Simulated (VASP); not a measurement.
# Be4Se3S (P1) in VASP: a series of runs

Runs on Be4Se3S. Level: PBEsol. Tasks: single point, relaxation of volume and atoms at fixed shape.

All numbers are computed with VASP 6.6.1; they aren't measurements. Logs are shortened: lines on timing, memory, paths and dates and some standing lists are left out, and cuts for length are marked.

## 1. The cell of the first run

The typed cell holds 64 atoms: a = 10.111 Å, b = 10.111 Å, c = 10.111 Å, α = 90.00°, β = 90.00°, γ = 90.00°.

## 2. Single point, PBEsol

Contents of INCAR:

```
SYSTEM = Be4Se3S
ALGO = Normal ; EDIFF = 1E-6
ENCUT = 500 ; GGA = PS
GGA_COMPAT = .False. ; ISIF = 2
ISMEAR = -1 ; ISYM = -1
LASPH = .True. ; LCHARG = .False.
LREAL = Auto ; LWAVE = .False.
NBANDS = 166 ; NELM = 120
PREC = Accurate ; SIGMA = 0.05
```

Contents of KPOINTS:

```
explicit points
1
Reciprocal
  0.25000000   0.25000000   0.25000000 1
```

Contents of POSCAR:

```
Be4Se3S
1.0
   10.1105204456      0.0000000000      0.0000000000
    0.0000000000     10.1105204456      0.0000000000
    0.0000000000      0.0000000000     10.1105204456
Be Se S
32 24 8
Direct
    0.0001440000      0.9894340000      0.0007190000
    0.9995040000      0.0004970000      0.4999520000
    0.9994070000      0.5006450000      0.0105550000
    0.9950120000      0.5063850000      0.4942140000
    0.5003820000      0.0004860000      0.9911730000
    0.5011350000      0.9992670000      0.5003650000
    0.5009000000      0.5013610000      0.0008270000
    0.5056400000      0.4949960000      0.4948230000
    0.2556590000      0.2436540000      0.9957170000
    0.2489750000      0.2508150000      0.4995190000
    0.2390650000      0.7494470000      0.0008240000
    0.2507790000      0.7502010000      0.5005260000
    0.7565360000      0.2552440000      0.0060860000
    0.7447170000      0.2538160000      0.4953110000
    0.7501330000      0.7594830000      0.0007780000
    0.7567420000      0.7439370000      0.4941650000
    0.2500450000      0.0004320000      0.2490260000
    0.2498030000      0.9990520000      0.7614050000
    0.2442460000      0.5057710000      0.2433650000
    0.2501860000      0.5005660000      0.7497370000
    0.7561450000      0.9944410000      0.2431410000
    0.7454580000      0.9955430000      0.7546720000
    0.7554000000      0.4963360000      0.2539200000
    0.7510170000      0.5008890000      0.7511810000
    0.9957720000      0.2545800000      0.2436140000
    0.9990190000      0.2498160000      0.7503980000
    0.9940120000      0.7443270000      0.2440350000
    0.0056730000      0.7550740000      0.7561760000
    0.5065380000      0.2551210000      0.2540370000
    0.4951750000      0.2440090000      0.7554960000
    0.5004620000      0.7498330000      0.2482410000
    0.5059130000      0.7546330000      0.7552450000
    0.1240530000      0.1238810000      0.1225160000
    0.1266330000      0.1238870000      0.6282060000
    0.1240000000      0.6267620000      0.6254640000
    0.6272800000      0.1252340000      0.1240010000
    0.6246510000      0.1251510000      0.6268860000
    0.6296680000      0.6255480000      0.1261950000
    0.6271530000      0.6254690000      0.6240320000
    0.3755890000      0.3753240000      0.1252470000
    0.3769830000      0.3741450000      0.6254910000
    0.3741730000      0.8751450000      0.1212560000
    0.3757180000      0.8763660000      0.6295370000
    0.8743090000      0.3767140000      0.6226860000
    0.8755600000      0.8737960000      0.6267820000
    0.3770970000      0.1266530000      0.3749610000
    0.3755580000      0.6240040000      0.3735590000
    0.3742250000      0.6280550000      0.8769170000
    0.8742710000      0.1264810000      0.3721440000
    0.8755160000      0.1225870000      0.8782890000
    0.8768520000      0.6280250000      0.8794510000
    0.1227430000      0.3782180000      0.3721430000
    0.1253470000      0.3753170000      0.8783320000
    0.1227400000      0.8727050000      0.3724310000
    0.6260190000      0.3740350000      0.8769870000
    0.6287940000      0.8737580000      0.3734790000
    0.1209450000      0.6267340000      0.1251170000
    0.8758090000      0.3782700000      0.1279360000
    0.8768440000      0.8723300000      0.1236490000
    0.3756530000      0.1222510000      0.8759030000
    0.8755690000      0.6241010000      0.3707100000
    0.1252870000      0.8749700000      0.8788190000
    0.6287370000      0.3768250000      0.3736520000
    0.6258320000      0.8767610000      0.8771230000
```

Potentials or basis: VASP PAW PBE potentials, release 64 (Be, Se, S).

Command:

```
$ cat potpaw_PBE.64/Be/POTCAR potpaw_PBE.64/Se/POTCAR potpaw_PBE.64/S/POTCAR > POTCAR
$ mpirun -np 1 vasp_std > vasp.out
```

OUTCAR:

```text
SYSTEM = Be4Se3S
   EDIFF = 1E-6
   ENCUT = 500
   GGA = PS
   ISIF = 2
   ISMEAR = -1
   ISYM = -1
   LASPH = .True.
   LREAL = Auto
   NELM = 120
   PREC = Accurate

 ion  position               nearest neighbor table
   1  0.000  0.989  0.001-  62 2.11  59 2.12  50 2.22  33 2.22
   2  1.000  0.000  0.500-  45 2.20  54 2.21  34 2.21  49 2.21
   3  0.999  0.501  0.011-  57 2.12  58 2.12  51 2.23  53 2.24
   4  0.995  0.506  0.494-  61 2.11  52 2.21  44 2.21  35 2.22
   5  0.500  0.000  0.991-  60 2.11  64 2.12  42 2.23  36 2.25
   6  0.501  0.999  0.500-  37 2.19  46 2.20  43 2.20  56 2.22
[... 56 lines left out ...]
  63  0.629  0.377  0.374-  14 2.11   8 2.12  29 2.12  23 2.14
  64  0.626  0.877  0.877-  22 2.11   5 2.12  32 2.12  15 2.13

IMPORTANT INFORMATION: All symmetrisations will be switched off!
NOSYMM: (Re-)initialisation of all symmetry stuff for point group C_1.

----------------------------------------------------------------------------------------

                                     Primitive cell

  volume of cell :    1033.5239

  direct lattice vectors                    reciprocal lattice vectors
    10.110520446  0.000000000  0.000000000     0.098906877  0.000000000  0.000000000
     0.000000000 10.110520446  0.000000000     0.000000000  0.098906877  0.000000000
     0.000000000  0.000000000 10.110520446     0.000000000  0.000000000  0.098906877

  length of vectors
    10.110520446 10.110520446 10.110520446     0.098906877  0.098906877  0.098906877

  position of ions in fractional coordinates (direct lattice)
     0.000144000  0.989434000  0.000719000
     0.999504000  0.000497000  0.499952000
     0.999407000  0.500645000  0.010555000
     0.995012000  0.506385000  0.494214000
     0.500382000  0.000486000  0.991173000
     0.501135000  0.999267000  0.500365000
[... 56 lines left out ...]
     0.628737000  0.376825000  0.373652000
     0.625832000  0.876761000  0.877123000

  ion indices of the primitive-cell ions
   primitive index   ion index
                 1           1
                 2           2
                 3           3
                 4           4
                 5           5
                 6           6
[... 56 lines left out ...]
                63          63
                64          64

----------------------------------------------------------------------------------------

 KPOINTS: explicit points

Read explicit list of k-points.

 Found      1 k-points:

 Following reciprocal coordinates:
            Coordinates               Weight
  0.250000  0.250000  0.250000      1.000000
   k-points           NKPTS =      1   k-points in BZ     NKDIM =      1   number of bands    NBANDS=    166
   number of dos      NEDOS =    301   number of ions     NIONS =     64
   total plane-waves  NPLWV = 512000
   dimension x,y,z NGX =    80 NGY =   80 NGZ =   80
   dimension x,y,z NGXF=   160 NGYF=  160 NGZF=  160
   ions per type =              32  24   8
   NGX,Y,Z   is equivalent  to a cutoff of  13.15, 13.15, 13.15 a.u.
   NGXF,Y,Z  is equivalent  to a cutoff of  26.31, 26.31, 26.31 a.u.
 SYSTEM =  Be4Se3S
   PREC   = accura    normal or accurate (medium, high low for compatibility)
   ISTART =      0    job   : 0-new  1-cont  2-samecut
   ICHARG =      2    charge: 1-file 2-atom 10-const
   ISPIN  =      1    spin polarized calculation?
   LNONCOLLINEAR =      F non collinear calculations
   LSORBIT =      F    spin-orbit coupling
   LASPH  =      T    aspherical Exc in radial PAW
   ENCUT  =  500.0 eV  36.75 Ry    6.06 a.u.  18.43 18.43 18.43*2*pi/ulx,y,z
   NELM   =    120;   NELMIN=  2; NELMDL= -5     # of ELM steps
   EDIFF  = 0.1E-05   stopping-criterion for ELM
   LREAL  =      T    real-space projection
   EDIFFG = 0.1E-04   stopping-criterion for IOM
   NSW    =      0    number of steps for IOM
   IBRION =     -1    ionic relax: 0-MD 1-quasi-New 2-CG
   NFREE  =      0    steps in history (QN), initial steepest desc. (CG)
   ISIF   =      2    stress and relaxation
   ISYM   =     -1    0-nonsym 1-usesym 2-fastsym
   POTIM  = 0.5000    time-step for ionic-motion
   TEBEG  =    0.0;   TEEND  =   0.0 temperature during run
   PSTRESS=    0.0 pullay stress
   NELECT =     256.0000    total number of electrons
   NUPDOWN=      -1.0000    fix difference up-down
   EMIN   =  10.00;   EMAX   =-10.00  energy-range for DOS
   EFERMI =   0.00;   METHOD = LEGACY
   ISMEAR =    -1;   SIGMA  =   0.05  broadening in eV -4-tet -1-fermi 0-gaus
   EFERMI_NEDOS =   21; number of points for ismear=-14 and -15
   IALGO  =     38    algorithm
   IMIX   =      4    mixing-type and parameters
     AMIX     =   0.40;   BMIX     =  1.00
     AMIX_MAG =   1.60;   BMIX_MAG =  1.00
  volume/ion in A,a.u.               =      16.15       108.98
  Fermi-wavevector in a.u.,A,eV,Ry     =   1.028130  1.942884 14.382052  1.057051
  Thomas-Fermi vector in A             =   2.162110
   LORBIT       =      0    0 simple, 1 ext, 2 COOP (PROOUT), +10 PAW based schemes
   GGA     = PS    functional components
   LHFCALC =     F    Hartree Fock is set to
   AEXX    =    0.0000 exact exchange contribution
   IVDW    =     0    specifies the selected vdW correction
   LEPSILON=     F    determine dielectric tensor
   LRPA    =     F    only Hartree local field effects (RPA)
 non-spin polarized calculation
  energy-cutoff  :      500.00
  volume of cell :     1033.52
 maximum number of plane-waves:     26262
 NGX is ok and might be reduce to    80
   NGX = 37   NGY = 37   NGZ = 37

 number of electron     255.9999995 magnetization

 Free energy of the ion-electron system (eV)
  ---------------------------------------------------
  ext. energy  EPLUGINS =         0.00000000
  ---------------------------------------------------
  free energy    TOTEN  =      -310.76624100 eV

  energy without entropy =     -310.76624100  energy(sigma->0) =     -310.76624100

 E-fermi :   4.6559     XC(G=0):  -9.7037

 val. band max:        3.4427490865   @ k =   0.2500   0.2500   0.2500
 cond. band min:       6.6784461443   @ k =   0.2500   0.2500   0.2500
 fundamental gap:      3.2356970578
 Fermi energy:         4.6559323912

 k-point     1 :       0.2500    0.2500    0.2500
  band No.  band energies     occupation
      1     -10.1350      2.00000
      2      -9.7555      2.00000
      3      -9.7274      2.00000
      4      -9.7049      2.00000
      5      -9.4126      2.00000
      6      -9.3827      2.00000
[... 132 lines left out ...]
    139       8.1792      0.00000
    140       8.2183      0.00000
 [bands above 140 left out]

------------------------ aborting loop because EDIFF is reached ----------------------------------------

  FORCE on cell =-STRESS in cart. coord.  units (eV):
  Direction    XX          YY          ZZ          XY          YZ          ZX
  --------------------------------------------------------------------------------------
  -------------------------------------------------------------------------------------
  Total        1.8024888      1.8972772      1.9225089     -4.1560842     -4.1518266     -4.1128320
  in kB        2.7942330      2.9411747      2.9802892     -6.4427960     -6.4361959     -6.3757461
  external PRESSURE =       2.9052323 kB  Pullay stress =       0.0000000 kB

 VOLUME and BASIS-vectors are now :
 -----------------------------------------------------------------------------
  energy-cutoff  :      500.00
  volume of cell :     1033.52
      direct lattice vectors                 reciprocal lattice vectors
    10.110520446  0.000000000  0.000000000     0.098906877  0.000000000  0.000000000
     0.000000000 10.110520446  0.000000000     0.000000000  0.098906877  0.000000000
     0.000000000  0.000000000 10.110520446     0.000000000  0.000000000  0.098906877

 POSITION                                       TOTAL-FORCE (eV/Angst)
 -----------------------------------------------------------------------------------
      0.00146     10.00369      0.00727        -0.000769     -0.006185     -0.002950
     10.10551      0.00502      5.05477        -0.000046      0.001072      0.001975
     10.10452      5.06178      0.10672         0.003230     -0.001334      0.002841
     10.06009      5.11982      4.99676        -0.005713      0.002176     -0.004952
      5.05912      0.00491     10.02127         0.001043     -0.001027     -0.003899
      5.06674     10.10311      5.05895        -0.001892      0.000414      0.002546
[... 56 lines left out ...]
      6.35686      3.80990      3.77782         0.001735      0.003806     -0.002882
      6.32749      8.86451      8.86817        -0.000026      0.002489      0.005203
 -----------------------------------------------------------------------------------
    total drift:                               -0.005154      0.001059      0.009603

  FREE ENERGIE OF THE ION-ELECTRON SYSTEM (eV)
  ---------------------------------------------------
  free  energy   TOTEN  =      -310.7662410032 eV

  energy  without entropy=     -310.7662410031  energy(sigma->0) =     -310.76624100
```

Run time: 5.1 min. Hardware: 1 thread of AMD EPYC 9R45 (Zen 5), shared host; peak memory 0.96 GiB.

Results:

```
Free energy            : -310.7662 eV
Pressure               : 0.3 GPa
Largest force          : 0.012 eV/Å
Band gap on the k mesh : 3.24 eV
```

Forces on the atoms (eV/Å):
```
Be  -0.001 -0.006 -0.003
Be   0.000  0.001  0.002
Be   0.003 -0.001  0.003
Be  -0.006  0.002 -0.005
Be   0.001 -0.001 -0.004
Be  -0.002  0.000  0.003
Be   0.000 -0.001 -0.002
Be   0.008 -0.005 -0.002
Be   0.006 -0.005 -0.006
Be   0.002  0.001  0.000
Be  -0.008 -0.005 -0.001
Be   0.006 -0.003  0.002
Be   0.007  0.008  0.005
Be  -0.002  0.003 -0.005
Be   0.003  0.008 -0.002
Be   0.006 -0.002 -0.007
Be   0.001 -0.002  0.000
Be  -0.001  0.001  0.006
Be  -0.005  0.006 -0.007
Be   0.001 -0.001 -0.004
Be   0.004 -0.005 -0.006
Be  -0.004 -0.004  0.002
Be   0.000 -0.004 -0.002
Be  -0.001  0.001  0.001
Be  -0.001  0.006 -0.006
Be   0.000  0.001 -0.002
Be  -0.001  0.002  0.002
Be   0.009  0.006  0.005
Be   0.003  0.006  0.005
Be  -0.006 -0.008  0.007
Be  -0.001  0.002  0.001
Be   0.007  0.006  0.004
Se   0.000  0.001  0.004
Se   0.003 -0.005  0.001
Se  -0.001  0.000  0.001
Se  -0.007 -0.002  0.001
Se   0.002  0.000 -0.001
Se  -0.001 -0.004  0.003
Se  -0.008 -0.001  0.001
Se   0.002 -0.001  0.001
Se  -0.002  0.002  0.000
Se   0.001  0.003  0.003
Se  -0.002  0.002 -0.003
Se   0.003 -0.004 -0.002
Se  -0.001  0.004 -0.001
Se  -0.002 -0.001  0.000
Se   0.000 -0.001 -0.002
Se  -0.004  0.001  0.004
Se  -0.003 -0.001  0.004
Se   0.003 -0.005 -0.001
Se  -0.001  0.000  0.000
Se   0.000 -0.002  0.002
Se  -0.001  0.004  0.005
Se  -0.002 -0.003 -0.006
Se  -0.001 -0.001 -0.005
Se   0.000  0.002  0.001
S   -0.001  0.001 -0.001
S   -0.005  0.002  0.006
S    0.002 -0.005 -0.003
S   -0.002 -0.006 -0.004
S    0.002  0.003 -0.004
S   -0.005  0.001  0.007
S    0.002  0.004 -0.003
S    0.000  0.002  0.005
```

Caveat: the PAW data sets were made with another functional, which shifts forces and pressure a little; a shifted mesh leaves out Γ, where band edges can lie. A k mesh can miss the band edges.

(Continued in part 2 of 2.)
